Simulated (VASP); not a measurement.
The system is LiMg.

```
CELL_PARAMETERS angstrom
1.54575 0.89244 5.08105
-1.54575 0.89244 5.08105
0.00000 -1.78488 5.08105
ATOMIC_POSITIONS crystal
Li 0.00000 0.00000 0.00000
Mg 0.50000 0.50000 0.50000
```

| Property | Result |
| --- | --- |
| Program | VASP 6.6.1 |
| Task | relaxation of cell and atoms |
| Functional | LDA |
| Potentials or basis | VASP PAW LDA potentials, release 64 (Li_sv, Mg) |
| Cutoff | 600 eV |
| k mesh | 18 × 18 × 18 |
| Occupations | gaussian, width 0.02 eV |
| Spin | no spin polarisation |

At the start: pressure -1.6 GPa; volume 21.03 Å³/atom.

**Question.** Where does the relaxation end?

**Answer.** Over 6 steps the energy falls by 8.0 meV/atom and the volume is 19.59 Å³/atom (-6.9 %); space group R-3m (No. 166, to 0.1 Å) before and after.

Step by step:
```
step  energy change (eV)  largest force (eV/Å)  pressure (GPa)  volume (Å³)
   1              0.0000                0.0000           -1.64        42.06
   2             -0.0109                0.0000           -0.93        40.76
   3             -0.0157                0.0000           -0.10        39.44
   4             -0.0158                0.0000            0.03        39.22
   5             -0.0158                0.0000            0.07        39.17
   6             -0.0161                0.0000            0.05        39.17
```

Final structure:
```cif
data_structure
_symmetry_space_group_name_H-M 'P 1'
_symmetry_Int_Tables_number 1
_cell_length_a 5.2215
_cell_length_b 5.2215
_cell_length_c 5.2215
_cell_angle_alpha 33.760
_cell_angle_beta 33.760
_cell_angle_gamma 33.760
_cell_volume 39.17
loop_
_atom_site_label
_atom_site_type_symbol
_atom_site_fract_x
_atom_site_fract_y
_atom_site_fract_z
_atom_site_occupancy
Li1 Li 0.00000 0.00000 0.00000 1
Mg1 Mg 0.50000 0.50000 0.50000 1
```

Caveat: the cutoff is under 1.25 times the usual one of these potentials, so pressure, stress and relaxed cells hold a basis-set (Pulay) error.
